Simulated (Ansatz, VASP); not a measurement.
**SiF: VASP beside Ansatz**

File POSCAR:

```
SiF
1.0
    1.3386000000      0.7728400000      3.8983100000
   -1.3386000000      0.7728400000      3.8983100000
    0.0000000000     -1.5456800000      3.8983100000
Si F
1 1
Direct
    0.5000000000      0.5000000000      0.5000000000
    0.0000000000      0.0000000000      0.0000000000
```

File INCAR.step1:

```
SYSTEM = SiF
PREC = Accurate
ENCUT = 600
ISMEAR = -1
SIGMA = 0.05
LREAL = .False.
LASPH = .True.
NELM = 60
GGA = PE
ALGO = Normal
EDIFF = 1E-4
LWAVE = .True.
LCHARG = .False.
```

INCAR.step2

```
SYSTEM = SiF
PREC = Accurate
ENCUT = 600
EDIFF = 1E-6
ISMEAR = -1
SIGMA = 0.05
LREAL = .False.
LASPH = .True.
NELM = 60
ALGO = Normal
ISIF = 3
LWAVE = .False.
LCHARG = .False.
METAGGA = R2SCAN
LMIXTAU = .True.
IVDW = 12
VDW_S6 = 1.0
VDW_S8 = 0.78981345
VDW_A1 = 0.49484001
VDW_A2 = 5.73083694
IBRION = 2
NSW = 60
EDIFFG = -0.01
ISTART = 1
```

The input KPOINTS:

```
regular mesh
0
Gamma
  12 12 12
  0 0 0
```

input.yaml

```yaml
crystal:
  lattice:
    - [1.3386, 0.77284, 3.89831]
    - [-1.3386, 0.77284, 3.89831]
    - [0.0, -1.54568, 3.89831]
  atoms:
    - { symbol: Si, position: [0.5, 0.5, 0.5] }
    - { symbol: F, position: [0.0, 0.0, 0.0] }
hamiltonian:
  xc: r2scan
  pseudopotentials: { kind: paw }
  dispersion: d3bj
kpoints:
  mp_grid: { grid: [12, 12, 12] }
scf:
  occupations: { method: fermi_dirac, width: 0.05 }
output:
  forces: true
  stress: true
  eigenvalues: true
relax:
  f_tol: 0.01
  max_steps: 40
  cell: { stress_tol: 0.05 }
```

Alike in both runs: task relaxation of cell and atoms; functional r2SCAN; dispersion D3(BJ); k mesh 12 × 12 × 12; occupations fermi-dirac, width 0.05 eV; no spin polarisation.

|  | VASP | Ansatz |
| --- | --- | --- |
| version | VASP 6.6.1 | Ansatz 0.2.0 |
| potentials or method | VASP PAW PBE potentials, release 64 (Si, F) | Ansatz PAW |
| plane-wave cutoff (eV) | 600 | 500 |
| valence electrons in the cell | 11 | 11 |

Ansatz gave:

```
gap on the k mesh at the Fermi level, each at its own relaxed structure (eV)  : none
relaxed volume (Å³/atom)                                                      : 11.50
relaxed length of the cell vector where the two differ most in proportion (Å) : 4.177
```

Problem. Which values does VASP return?

Solution. gap on the k mesh at the Fermi level, each at its own relaxed structure (eV): none; relaxed volume (Å³/atom): 11.45; relaxed length of the cell vector where the two differ most in proportion (Å): 4.172.

VASP's potentials were made for PBE, not for r2SCAN. A gap of «none» marks a metal or a gap that the smearing closes.

Noted on Ansatz's run: the plane-wave basis is chosen anew once the cell has moved, so the energies of steps on either side of that aren't comparable.
